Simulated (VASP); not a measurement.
A run of VASP 6.6.1 is set up as follows.

INCAR

```
ALGO     = Normal         # electronic algorithm
EDIFF    = 1E-7           # SCF threshold, eV
ENCUT    = 520            # plane-wave cutoff, eV
GGA      = PS             # functional
ISIF     = 2              # what is computed and relaxed
ISMEAR   = -5             # smearing method
ISPIN    = 2              # spin polarisation
LASPH    = T              # aspherical terms in the spheres
LCHARG   = T              # write CHGCAR
LELF     = T              # ELF
LORBIT   = 11             # projections on sites
LREAL    = Auto         
LVHAR    = T            
LWAVE    = F              # write WAVECAR
MAGMOM   = 0 0 0 0 0 0 0 0.2 0 0.2 0.2 0.2 0 0 0 0.2 # initial moments
NBANDS   = 86             # bands
NELM     = 150            # most SCF steps
PREC     = Accurate       # precision mode
SIGMA    = 0.05           # smearing width, eV
```

KPOINTS

```
Automatic mesh
0
Gamma
  2 2 2
  0.5 0.5 0.5
```

The input POSCAR:

```
Ga7SiN8
1.0
    6.3654920000      0.0000000000      0.0000000000
    0.0000000000      5.5126780000      0.0000000000
    0.0000000000      0.0000000000      5.1856180000
Ga Si N
7 1 8
Direct
    0.2346610000      0.1778810000      0.4891690000
    0.0050330000      0.6767720000      0.5014440000
    0.7507450000      0.1639490000      0.5057440000
    0.9952070000      0.3393340000      0.0100550000
    0.5006460000      0.3306780000      0.0108370000
    0.2538370000      0.8475700000      0.0201970000
    0.7585870000      0.8244780000      0.0012680000
    0.4974530000      0.6688710000      0.4916080000
    0.0005080000      0.3329840000      0.3629260000
    0.5016160000      0.3206120000      0.3827970000
    0.2432250000      0.8293580000      0.3880900000
    0.7501810000      0.8326560000      0.3816330000
    0.2337440000      0.1844750000      0.8855830000
    0.0089650000      0.6572350000      0.8891960000
    0.7509310000      0.1665510000      0.8729140000
    0.4985720000      0.6700350000      0.8687090000
```

Potentials or basis: VASP PAW PBE potentials, release 64 (Ga_d, Si, N).

Command:

```console
$ cat potpaw_PBE.64/Ga_d/POTCAR potpaw_PBE.64/Si/POTCAR potpaw_PBE.64/N/POTCAR > POTCAR
$ mpirun -np 1 vasp_std > vasp.out
```

(1) Predict the net moment.

(2) Predict the pressure.

Answers

(1) 1.00 μB per cell.

(2) 1.1 GPa.

Caveat: the k points lie up to 0.61 Å⁻¹ apart; the PAW data sets were made with another functional, which shifts forces and pressure a little.
